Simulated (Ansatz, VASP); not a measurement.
## One calculation of Sc, two programs

Contents of INCAR:

```
SYSTEM = Sc
PREC = Accurate
ENCUT = 520
EDIFF = 1E-8
ISMEAR = -1
SIGMA = 0.05
LREAL = .FALSE.
LASPH = .TRUE.
NELM = 80
ALGO = Normal
ISIF = 2
LWAVE = .FALSE.
LCHARG = .FALSE.
GGA = PE
LEFG = .TRUE.
NBANDS = 18
```

File KPOINTS:

```
Automatic mesh
0
G
  15 15 8
  0 0 0
```

File POSCAR:

```
Sc
1.0
    3.3413554505      0.0000000000      0.0000000000
   -1.6706777253      2.8936987032      0.0000000000
    0.0000000000      0.0000000000      5.2020784579
Sc
2
Direct
    0.3333333333      0.6666666667      0.2500000000
    0.6666666667      0.3333333333      0.7500000000
```

Input for Ansatz:

```yaml
crystal:
  lattice:
    - [3.3413554505, 0.0, 0.0]
    - [-1.6706777253, 2.8936987032, 0.0]
    - [0.0, 0.0, 5.2020784579]
  atoms:
    - { symbol: Sc, position: [0.3333333333, 0.6666666667, 0.25] }
    - { symbol: Sc, position: [0.6666666667, 0.3333333333, 0.75] }
kpoints:
  mp_grid: { grid: [15, 15, 8] }
scf:
  occupations: { method: fermi_dirac, width: 0.05 }
hamiltonian:
  xc: pbe
  pseudopotentials: { kind: paw }
output:
  forces: true
  stress: true
  eigenvalues: true
  efg: { contact_densities: true }
  write_density: true
  write_potential: true
  elf: true
  volumetric_format: npy
```

Change from the starting cell: volume scaled by 1.02, PAW files.

Alike in both runs: task electric field gradients; functional PBE; k mesh 15 × 15 × 8; occupations fermi-dirac, width 0.05 eV; no spin polarisation.

```csv
,VASP,Ansatz
version,VASP 6.6.1,Ansatz 0.2.0
potentials or method,"VASP PAW PBE potentials, release 64 (Sc_sv)","PAW with Ansatz's default frozen-core files, scalar-relativistic"
plane-wave cutoff (eV),520,420
valence electrons in the cell,22,22
```

VASP gave:

```
pressure (GPa)                                       : -1.0
size of Vzz on the site where it differs most (V/Å²) : 13.2
```

Question: What did Ansatz give for the same quantities?

Answer: Pressure (GPa): -1.1; size of Vzz on the site where it differs most (V/Å²): 12.4.

With one functional, cell and mesh, what is left measures potentials, basis and numerics.
